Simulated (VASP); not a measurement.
Set up this calculation in VASP 6.6.1, as the native input.

```yaml
Task: single point
Functional: r2SCAN
Potentials_or_basis: VASP PAW PBE potentials, release 64 (Ga_d, N)
Cutoff: 520 eV
k_mesh: 10 × 10 × 10
Occupations: gaussian, width 0.02 eV
Spin: no spin polarisation
Dipole_correction: no
Further_INCAR_settings: ALGO = Normal; EDIFF = 1e-06; NBANDS = 16
```

Crystal: GaN.

```
Ga N
1.0
     0.00000    2.32153    2.32153
     2.32153    0.00000    2.32153
     2.32153    2.32153    0.00000
Ga N
1 1
Direct
  0.00000 0.00000 0.00000
  0.75000 0.75000 0.75000
```

This cell differs from its parent crystal: volume scaled by 1.10.

The input as run:

POSCAR

```
GaN
1.0
    0.0000000000      2.3215327040      2.3215327040
    2.3215327040      0.0000000000      2.3215327040
    2.3215327040      2.3215327040      0.0000000000
Ga N
1 1
Direct
    0.0000000000      0.0000000000      0.0000000000
    0.7500000000      0.7500000000      0.7500000000
```

INCAR.step1

```
SYSTEM = GaN
PREC     = Accurate       ! precision mode
ENCUT    = 520            ! plane-wave cutoff, eV
ISMEAR   = 0              ! smearing method
SIGMA    = 0.02           ! smearing width, eV
LREAL    = .False.        ! projectors in reciprocal space
LASPH    = .True.         ! aspherical terms in the spheres
NELM     = 80             ! most SCF steps
NBANDS   = 16             ! bands
GGA      = PE             ! functional
ALGO     = Normal         ! electronic algorithm
EDIFF    = 1E-4           ! SCF threshold, eV
LWAVE    = .True.         ! write WAVECAR
LCHARG   = .False.        ! write CHGCAR
```

INCAR.step2

```
SYSTEM = GaN
PREC     = Accurate       ! precision mode
ENCUT    = 520            ! plane-wave cutoff, eV
EDIFF    = 1E-6           ! SCF threshold, eV
ISMEAR   = 0              ! smearing method
SIGMA    = 0.02           ! smearing width, eV
LREAL    = .False.        ! projectors in reciprocal space
LASPH    = .True.         ! aspherical terms in the spheres
NELM     = 80             ! most SCF steps
ALGO     = Normal         ! electronic algorithm
ISIF     = 2              ! what is computed and relaxed
LWAVE    = .False.        ! write WAVECAR
LCHARG   = .False.        ! write CHGCAR
METAGGA  = R2SCAN         ! meta-GGA
LMIXTAU  = .True.       
NBANDS   = 16             ! bands
ISTART   = 1
```

KPOINTS

```
Automatic mesh
0
Gamma
  10 10 10
  0 0 0
```

Potentials or basis: VASP PAW PBE potentials, release 64 (Ga_d, N).

Command:

```sh
$ cat potpaw_PBE.64/Ga_d/POTCAR potpaw_PBE.64/N/POTCAR > POTCAR
$ cp INCAR.step1 INCAR
$ mpirun -np 1 vasp_std > vasp.out
$ cp INCAR.step2 INCAR
$ mpirun -np 1 vasp_std > vasp.out
```

It gave:

The pressure is -14.4 GPa. The band gap on the k mesh is 1.53 eV, direct.

Caveat: the PAW data sets were made with another functional, which shifts forces and pressure a little.

Wall time 2.5 min on 1 thread of AMD EPYC 7R13 (shared host), peak memory 0.12 GiB.
